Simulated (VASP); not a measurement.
# Ti (Fm-3m) in VASP: further runs

The runs below take Ti through single point, with r2SCAN.

Everything below comes from runs of VASP 6.6.1. Logs are shortened: lines on timing, memory, paths and dates and some standing lists are left out, and cuts for length are marked.

## Step 1: The cell of the first run

The structure is cubic, space group Fm-3m (No. 225). Conventional cell: a = 4.110 Å, b = 4.110 Å, c = 4.110 Å, α = 90.00°, β = 90.00°, γ = 90.00°. Ti (site symmetry m-3m) has 12 Ti at 2.91 Å within 3.8 Å.

## Step 2: Single point, r2SCAN

Input file POSCAR:

```
Ti
1.0
    0.0000000000      2.0551516173      2.0551516173
    2.0551516173      0.0000000000      2.0551516173
    2.0551516173      2.0551516173      0.0000000000
Ti
1
Direct
    0.0000000000      0.0000000000      0.0000000000
```

Input file INCAR.step1:

```
ALGO = Normal ; EDIFF = 1E-4
ENCUT = 520 ; GGA = PE
ISMEAR = 0 ; LASPH = True
LCHARG = False ; LREAL = False
LWAVE = True ; NBANDS = 12
NELM = 80 ; PREC = Accurate
SIGMA = 0.1
```

Input file INCAR.step2:

```
ALGO = Normal ; EDIFF = 1E-6
ENCUT = 520 ; ISIF = 2
ISMEAR = 0 ; ISTART = 1
LASPH = True ; LCHARG = False
LMIXTAU = True ; LREAL = False
LWAVE = False ; METAGGA = R2SCAN
NBANDS = 12 ; NELM = 80
PREC = Accurate ; SIGMA = 0.1
```

Input file KPOINTS:

```
k-points
0
Gamma
  18 18 18
```

Potentials or basis: VASP PAW PBE potentials, release 64 (Ti_sv).

Launch:

```sh
$ cat potpaw_PBE.64/Ti_sv/POTCAR > POTCAR
$ cp INCAR.step1 INCAR
$ mpirun -np 1 vasp_std > vasp.out
$ cp INCAR.step2 INCAR
$ mpirun -np 1 vasp_std > vasp.out
```

OUTCAR:

```text
EDIFF = 1E-6
   ENCUT = 520
   ISIF = 2
   ISMEAR = 0
   ISTART = 1
   LASPH = True
   LREAL = False
   METAGGA = R2SCAN
   NELM = 80
   PREC = Accurate

 ion  position               nearest neighbor table
   1  0.000  0.000  0.000-

  LATTYP: Found a face centered cubic cell.
 ALAT       =     4.1103032346

  Lattice vectors:

 A1 = (   0.0000000000,   2.0551516173,   2.0551516173)
 A2 = (   2.0551516173,   0.0000000000,   2.0551516173)
 A3 = (   2.0551516173,   2.0551516173,   0.0000000000)

Analysis of symmetry for initial positions (statically):
=====================================================================
 Subroutine PRICEL returns:
 Original cell was already a primitive cell.

 Routine SETGRP: Setting up the symmetry group for a
 face centered cubic supercell.

 Subroutine GETGRP returns: Found 48 space group operations
 (whereof 48 operations were pure point group operations)
 out of a pool of 48 trial point group operations.

The static configuration has the point symmetry O_h .

Analysis of symmetry for dynamics (positions and initial velocities):
=====================================================================
 Subroutine PRICEL returns:
 Original cell was already a primitive cell.

 Routine SETGRP: Setting up the symmetry group for a
 face centered cubic supercell.

 Subroutine GETGRP returns: Found 48 space group operations
 (whereof 48 operations were pure point group operations)
 out of a pool of 48 trial point group operations.

The dynamic configuration has the point symmetry O_h .

 Subroutine INISYM returns: Found 48 space group operations
 (whereof 48 operations are pure point group operations),
 and found     1 'primitive' translations

----------------------------------------------------------------------------------------

                                     Primitive cell

  volume of cell :      17.3605

  direct lattice vectors                    reciprocal lattice vectors
     0.000000000  2.055151617  2.055151617    -0.243291052  0.243291052  0.243291052
     2.055151617  0.000000000  2.055151617     0.243291052 -0.243291052  0.243291052
     2.055151617  2.055151617  0.000000000     0.243291052  0.243291052 -0.243291052

  length of vectors
     2.906423290  2.906423290  2.906423290     0.421392464  0.421392464  0.421392464

  position of ions in fractional coordinates (direct lattice)
     0.000000000  0.000000000  0.000000000

  ion indices of the primitive-cell ions
   primitive index   ion index
                 1           1

[... 77 lines left out ...]
   ISIF   =      2    stress and relaxation
   ISYM   =      2    0-nonsym 1-usesym 2-fastsym
   POTIM  = 0.5000    time-step for ionic-motion
   TEBEG  =    0.0;   TEEND  =   0.0 temperature during run
   PSTRESS=    0.0 pullay stress
   NELECT =      12.0000    total number of electrons
   NUPDOWN=      -1.0000    fix difference up-down
   EMIN   =  10.00;   EMAX   =-10.00  energy-range for DOS
   EFERMI =   0.00;   METHOD = LEGACY
   ISMEAR =     0;   SIGMA  =   0.10  broadening in eV -4-tet -1-fermi 0-gaus
   EFERMI_NEDOS =   21; number of points for ismear=-14 and -15
   IALGO  =     38    algorithm
   IMIX   =      4    mixing-type and parameters
     AMIX     =   0.40;   BMIX     =  1.00
     AMIX_MAG =   1.60;   BMIX_MAG =  1.00
  volume/ion in A,a.u.               =      17.36       117.15
  Fermi-wavevector in a.u.,A,eV,Ry     =   1.447487  2.735354 28.507185  2.095219
  Thomas-Fermi vector in A             =   2.565436
   LORBIT       =      0    0 simple, 1 ext, 2 COOP (PROOUT), +10 PAW based schemes
   METAGGA = R2SCAN    functional components
   LHFCALC =     F    Hartree Fock is set to
   AEXX    =    0.0000 exact exchange contribution
   IVDW    =     0    specifies the selected vdW correction
   LEPSILON=     F    determine dielectric tensor
   LRPA    =     F    only Hartree local field effects (RPA)
 non-spin polarized calculation
 Gauss-broadening in eV      SIGMA  =   0.10
  energy-cutoff  :      520.00
  volume of cell :       17.36
 maximum number of plane-waves:       489
 NGX is ok and might be reduce to    24
   NGX = 11   NGY = 11   NGZ = 11

 number of electron      12.0000002 magnetization

 Free energy of the ion-electron system (eV)
  ---------------------------------------------------
  ext. energy  EPLUGINS =         0.00000000
  ---------------------------------------------------
  free energy    TOTEN  =       -12.88360131 eV

  energy without entropy =      -12.87622033  energy(sigma->0) =      -12.87991082

 E-fermi :   8.2330     XC(G=0): -12.4150

 val. band max:        8.2249642400   @ k =  -0.3889   0.3889   0.1667
 cond. band min:       8.2442424869   @ k =   0.2778   0.0556   0.0000
 fundamental gap:      0.0192782469
 Fermi energy:         8.2330120463

 k-point     1 :       0.0000    0.0000    0.0000
  band No.  band energies     occupation
      1     -50.8125      2.00000
      2     -25.6150      2.00000
      3     -25.6149      2.00000
      4     -25.6149      2.00000
      5       1.7645      2.00000
      6       9.2348      0.00000
      7       9.2348      0.00000
      8       9.2348      0.00000
      9      11.0413      0.00000
     10      11.0413      0.00000
     11      24.0216      0.00000
     12      28.9127      0.00000
[... 331 lines left out ...]
 k-point    24 :      -0.2222    0.0556    0.0000
  band No.  band energies     occupation
      1     -50.7497      2.00000
      2     -25.9524      2.00000
      3     -25.6794      2.00000
      4     -25.6496      2.00000
      5       3.5948      2.00000
      6       8.3259      0.18879
      7       9.4951      0.00000
      8       9.6024      0.00000
      9      10.7990      0.00000
     10      11.2957      0.00000
     11      22.0065      0.00000
     12      24.7792      0.00000

 [... further k-points ...]
[... 5 lines left out ...]
  --------------------------------------------------------------------------------------
  -------------------------------------------------------------------------------------
  Total        0.0448319      0.0448319      0.0448319      0.0000000      0.0000000     -0.0000000
  in kB        4.1374826      4.1374826      4.1374826      0.0000000      0.0000000     -0.0000000
  external PRESSURE =       4.1374826 kB  Pullay stress =       0.0000000 kB

 VOLUME and BASIS-vectors are now :
 -----------------------------------------------------------------------------
  energy-cutoff  :      520.00
  volume of cell :       17.36
      direct lattice vectors                 reciprocal lattice vectors
     0.000000000  2.055151617  2.055151617    -0.243291052  0.243291052  0.243291052
     2.055151617  0.000000000  2.055151617     0.243291052 -0.243291052  0.243291052
     2.055151617  2.055151617  0.000000000     0.243291052  0.243291052 -0.243291052

 POSITION                                       TOTAL-FORCE (eV/Angst)
 -----------------------------------------------------------------------------------
      0.00000      0.00000      0.00000        -0.000000      0.000000      0.000000
 -----------------------------------------------------------------------------------
    total drift:                                0.000000      0.000000     -0.000000

  FREE ENERGIE OF THE ION-ELECTRON SYSTEM (eV)
  ---------------------------------------------------
  free  energy   TOTEN  =       -12.8836013066 eV

  energy  without entropy=      -12.8762203271  energy(sigma->0) =      -12.87991082
```

OUTCAR.step1:

```text
EDIFF = 1E-4
   ENCUT = 520
   GGA = PE
   ISMEAR = 0
   LASPH = True
   LREAL = False
[... 575 lines left out ...]

 POSITION                                       TOTAL-FORCE (eV/Angst)
 -----------------------------------------------------------------------------------
      0.00000      0.00000      0.00000         0.000000      0.000000      0.000000
 -----------------------------------------------------------------------------------
    total drift:                                0.000000      0.000000     -0.000000

  FREE ENERGIE OF THE ION-ELECTRON SYSTEM (eV)
  ---------------------------------------------------
  free  energy   TOTEN  =        -7.7821153139 eV

  energy  without entropy=       -7.7732922047  energy(sigma->0) =       -7.77770376
```

OSZICAR.step1:

```text
N       E                     dE             d eps       ncg     rms          rms(c)
DAV:   1     0.863340668565E+02    0.86334E+02   -0.66102E+03  4680   0.121E+03
DAV:   2    -0.438328088287E+01   -0.90717E+02   -0.88253E+02  4772   0.297E+02
DAV:   3    -0.870529186002E+01   -0.43220E+01   -0.42747E+01  6532   0.652E+01
DAV:   4    -0.879931649682E+01   -0.94025E-01   -0.93881E-01  5316   0.834E+00
DAV:   5    -0.880166286168E+01   -0.23464E-02   -0.23463E-02  5640   0.118E+00    0.832E+00
DAV:   6    -0.778745326986E+01    0.10142E+01   -0.20730E+00  5064   0.215E+01    0.218E+00
DAV:   7    -0.777255649591E+01    0.14897E-01   -0.10254E-01  5732   0.376E+00    0.128E+00
DAV:   8    -0.778190256063E+01   -0.93461E-02   -0.38359E-02  4848   0.257E+00    0.195E-01
DAV:   9    -0.778209107657E+01   -0.18852E-03   -0.49373E-03  6004   0.841E-01    0.882E-02
DAV:  10    -0.778211531386E+01   -0.24237E-04   -0.25491E-04  5004   0.195E-01
   1 F= -.77821153E+01 E0= -.77777038E+01  d E =-.882311E-02
```

It took 54 s on 1 thread of Intel Xeon 6975P-C (Granite Rapids), shared host; peak memory 0.18 GiB.

What came out:

| Quantity | Value |
| --- | --- |
| Free energy | -12.8836 eV |
| Pressure | 0.4 GPa |
| Band gap on the k mesh | zero (band 6 reaches 9.23 eV, above the bottom of band 7 at 7.81 eV) |

Levels at points of the mesh, in eV from the Fermi level:
```tsv
k point	band 2	band 3	band 4	band 5	band 6	band 7	band 8	band 9	band 10	band 11
(0.00, 0.00, 0.00)	-33.85	-33.85	-33.85	-6.47	1.00	1.00	1.00	2.81	2.81	15.79
(0.50, 0.00, 0.00)	-34.55	-33.94	-33.94	-2.71	0.45	0.93	0.93	3.83	3.83	8.59
(0.50, 0.50, 0.00)	-34.50	-34.09	-34.09	-2.65	-1.77	2.81	3.89	4.07	4.07	11.03
```

Caveat: the PAW data sets were made with another functional, which shifts forces and pressure a little.

(Continued in part 2 of 2.)
